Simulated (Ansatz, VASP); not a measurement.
Two plane-wave programs on C

```
C
1.0
     0.00000    1.76587    1.76587
     1.76587    0.00000    1.76587
     1.76587    1.76587    0.00000
C
2
Cartesian
  1.7659 1.7659 1.7659
  2.6488 2.6488 2.6488
```

Alike in both runs: functional LDA; k mesh 12 × 12 × 12; occupations gaussian, width 0.02 eV; no spin polarisation.

Ansatz relaxed the structure, and its values are those at the end. VASP's run is a single point on that final structure, the one shown.

|  | VASP | Ansatz |
| --- | --- | --- |
| version | VASP 6.6.1 | Ansatz 0.2.0 |
| potentials or method | VASP PAW LDA potentials, release 64 (C), cutoff 600 eV | scalar-relativistic, plane waves, PAW |
| valence electrons in the cell | 8 | 8 |

Ansatz gave:

* gap on the k mesh at the Fermi level (eV): 4.20
* least direct gap on the mesh (eV): 5.62
* pressure (GPa): 0.0

**Question.** Estimate VASP's values.

**Answer.** gap on the k mesh at the Fermi level (eV): 4.20; least direct gap on the mesh (eV): 5.63; pressure (GPa): 0.8.

LDA's correlation is that of Perdew and Zunger in VASP and of Perdew and Wang (1992) in Ansatz.
